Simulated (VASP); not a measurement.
# Ba (I4/mmm) in VASP: single point with PBE

Aim: the single point of Ba with PBE.

Program: VASP 6.6.1. These are calculated values, not measurements. Logs are shortened: lines on timing, memory, paths and dates and some standing lists are left out, and cuts for length are marked.

## Step 1: The cell of the first run

Symmetry: I4/mmm, No. 139, tetragonal system. The conventional cell has a = 4.144 Å, b = 4.144 Å, c = 3.875 Å, α = 90.00°, β = 90.00°, γ = 90.00°. Within 4.6 Å of Ba (site symmetry 4/mmm) lie 14 Ba at 3.51 to 4.14 Å.

## Step 2: Single point, PBE

File INCAR:

```
ALGO = Normal ; EDIFF = 1E-7
ENCUT = 520 ; GGA = PE
ISIF = 2 ; ISMEAR = 0
LASPH = True ; LCHARG = True
LELF = True ; LREAL = False
LVHAR = True ; LWAVE = False
NBANDS = 11 ; NELM = 100
PREC = Accurate ; SIGMA = 0.1
```

File KPOINTS:

```
k-points
0
Gamma
  6 6 6
```

File POSCAR:

```
Ba
1.0
   -2.0720373834      2.0720373834      1.9372622525
    2.0720373834     -2.0720373834      1.9372622525
    2.0720373834      2.0720373834     -1.9372622525
Ba
1
Direct
    0.0000000000      0.0000000000      0.0000000000
```

Potentials or basis: VASP PAW PBE potentials, release 64 (Ba_sv).

The run is started by

```
$ cat potpaw_PBE.64/Ba_sv/POTCAR > POTCAR
$ mpirun -np 1 vasp_std > vasp.out
```

OUTCAR:

```text
EDIFF = 1E-7
   ENCUT = 520
   GGA = PE
   ISIF = 2
   ISMEAR = 0
   LASPH = True
   LREAL = False
   NELM = 100
   PREC = Accurate

 ion  position               nearest neighbor table
   1  0.000  0.000  0.000-

  LATTYP: Found a body centered tetragonal cell.
 ALAT       =     4.1440747668
 C/A-ratio  =     0.9349552610

  Lattice vectors:

 A1 = (  -2.0720373834,   2.0720373834,   1.9372622525)
 A2 = (   2.0720373834,  -2.0720373834,   1.9372622525)
 A3 = (   2.0720373834,   2.0720373834,  -1.9372622525)

Analysis of symmetry for initial positions (statically):
=====================================================================
 Subroutine PRICEL returns:
 Original cell was already a primitive cell.

 Routine SETGRP: Setting up the symmetry group for a
 body centered tetragonal supercell.

 Subroutine GETGRP returns: Found 16 space group operations
 (whereof 16 operations were pure point group operations)
 out of a pool of 16 trial point group operations.

The static configuration has the point symmetry D_4h.

Analysis of symmetry for dynamics (positions and initial velocities):
=====================================================================
 Subroutine PRICEL returns:
 Original cell was already a primitive cell.

 Routine SETGRP: Setting up the symmetry group for a
 body centered tetragonal supercell.

 Subroutine GETGRP returns: Found 16 space group operations
 (whereof 16 operations were pure point group operations)
 out of a pool of 16 trial point group operations.

The dynamic configuration has the point symmetry D_4h.

 Subroutine INISYM returns: Found 16 space group operations
 (whereof 16 operations are pure point group operations),
 and found     1 'primitive' translations

----------------------------------------------------------------------------------------

                                     Primitive cell

  volume of cell :      33.2693

  direct lattice vectors                    reciprocal lattice vectors
    -2.072037383  2.072037383  1.937262253     0.000000000  0.241308388  0.258096187
     2.072037383 -2.072037383  1.937262253     0.241308388  0.000000000  0.258096187
     2.072037383  2.072037383 -1.937262253     0.241308388  0.241308388  0.000000000

  length of vectors
     3.512785628  3.512785628  3.512785628     0.353331826  0.353331826  0.341261594

  position of ions in fractional coordinates (direct lattice)
     0.000000000  0.000000000  0.000000000

  ion indices of the primitive-cell ions
[... 82 lines left out ...]
   POTIM  = 0.5000    time-step for ionic-motion
   TEBEG  =    0.0;   TEEND  =   0.0 temperature during run
   PSTRESS=    0.0 pullay stress
   NELECT =      10.0000    total number of electrons
   NUPDOWN=      -1.0000    fix difference up-down
   EMIN   =  10.00;   EMAX   =-10.00  energy-range for DOS
   EFERMI =   0.00;   METHOD = LEGACY
   ISMEAR =     0;   SIGMA  =   0.10  broadening in eV -4-tet -1-fermi 0-gaus
   EFERMI_NEDOS =   21; number of points for ismear=-14 and -15
   IALGO  =     38    algorithm
   IMIX   =      4    mixing-type and parameters
     AMIX     =   0.40;   BMIX     =  1.00
     AMIX_MAG =   1.60;   BMIX_MAG =  1.00
  volume/ion in A,a.u.               =      33.27       224.51
  Fermi-wavevector in a.u.,A,eV,Ry     =   1.096630  2.072331 16.362344  1.202598
  Thomas-Fermi vector in A             =   2.232976
   LORBIT       =      0    0 simple, 1 ext, 2 COOP (PROOUT), +10 PAW based schemes
   GGA     = PE    functional components
   LHFCALC =     F    Hartree Fock is set to
   AEXX    =    0.0000 exact exchange contribution
   IVDW    =     0    specifies the selected vdW correction
   LEPSILON=     F    determine dielectric tensor
   LRPA    =     F    only Hartree local field effects (RPA)
 non-spin polarized calculation
 Gauss-broadening in eV      SIGMA  =   0.10
  energy-cutoff  :      520.00
  volume of cell :       33.27
 maximum number of plane-waves:       919
 NGX is ok and might be reduce to    28
   NGX = 13   NGY = 13   NGZ = 13

 number of electron      10.0000000 magnetization

 number of electron       9.9999999 magnetization

 Free energy of the ion-electron system (eV)
  ---------------------------------------------------
  ext. energy  EPLUGINS =         0.00000000
  ---------------------------------------------------
  free energy    TOTEN  =        -1.05122085 eV

  energy without entropy =       -1.05036155  energy(sigma->0) =       -1.05079120

 E-fermi :   4.5381     XC(G=0):  -9.7875

 val. band max:        4.4896516290   @ k =   0.5000   0.0000   0.0000
 cond. band min:       4.8175673335   @ k =  -0.3333   0.5000   0.1667
 fundamental gap:      0.3279157044
 Fermi energy:         4.5380620014

 k-point     1 :       0.0000    0.0000    0.0000
  band No.  band energies     occupation
      1     -24.0470      2.00000
      2      -7.7949      2.00000
      3      -7.7949      2.00000
      4      -7.7626      2.00000
      5       2.2361      2.00000
      6       6.4206      0.00000
      7       7.2262      0.00000
      8       7.2262      0.00000
      9       8.8187      0.00000
     10      10.0255      0.00000
     11      13.1140      0.00000
[... 309 lines left out ...]
 k-point    24 :      -0.1667   -0.3333    0.1667
  band No.  band energies     occupation
      1     -23.5403      2.00000
      2      -9.8373      2.00000
      3      -8.6988      2.00000
      4      -8.4158      2.00000
      5       4.2350      1.99998
      6       5.6481      0.00000
      7       5.9591      0.00000
      8       8.1625      0.00000
      9      10.2899      0.00000
     10      12.3513      0.00000
     11      15.0814      0.00000

 [... further k-points ...]

------------------------ aborting loop because EDIFF is reached ----------------------------------------

  FORCE on cell =-STRESS in cart. coord.  units (eV):
  Direction    XX          YY          ZZ          XY          YZ          ZX
  --------------------------------------------------------------------------------------
  -------------------------------------------------------------------------------------
  Total        2.8097319      2.8097319      3.1497371      0.0000000      0.0000000      0.0000000
  in kB      135.3106217    135.3106217    151.6845369      0.0000000      0.0000000      0.0000000
  external PRESSURE =     140.7685935 kB  Pullay stress =       0.0000000 kB

 VOLUME and BASIS-vectors are now :
 -----------------------------------------------------------------------------
  energy-cutoff  :      520.00
  volume of cell :       33.27
      direct lattice vectors                 reciprocal lattice vectors
    -2.072037383  2.072037383  1.937262253     0.000000000  0.241308388  0.258096187
     2.072037383 -2.072037383  1.937262253     0.241308388  0.000000000  0.258096187
     2.072037383  2.072037383 -1.937262253     0.241308388  0.241308388  0.000000000

 POSITION                                       TOTAL-FORCE (eV/Angst)
 -----------------------------------------------------------------------------------
      0.00000      0.00000      0.00000         0.000000      0.000000     -0.000000
 -----------------------------------------------------------------------------------
    total drift:                               -0.000000      0.000000      0.000000

  FREE ENERGIE OF THE ION-ELECTRON SYSTEM (eV)
  ---------------------------------------------------
  free  energy   TOTEN  =        -1.0512208468 eV

  energy  without entropy=       -1.0503615529  energy(sigma->0) =       -1.05079120
```

stdout:

```text
POSCAR found type information on POSCAR Ba
 POSCAR found :  1 types and       1 ions
 scaLAPACK will be used
 LDA part: xc-table for (Slater+PW92), standard interpolation
 POSCAR, INCAR and KPOINTS ok, starting setup
 FFT: planning ... GRIDC
 FFT: planning ... GRID_SOFT
 FFT: planning ... GRID
 WAVECAR not read
 entering main loop
```

It took 8.4 s on 1 thread of Intel Xeon Platinum 8488C (Sapphire Rapids), shared host; peak memory 0.15 GiB.

What came out:

```
Free energy            : -1.0512 eV
Pressure               : 14.1 GPa
Band gap on the k mesh : zero (band 5 reaches 5.32 eV, above the bottom of band 6 at 2.58 eV)
```

Stress tensor (GPa, compression positive):
```
13.53  0.00  0.00
 0.00 13.53  0.00
 0.00  0.00 15.17
```

Caveat: the k points lie up to 0.37 Å⁻¹ apart; spin-orbit coupling is left out, which moves the levels of the heavy elements.
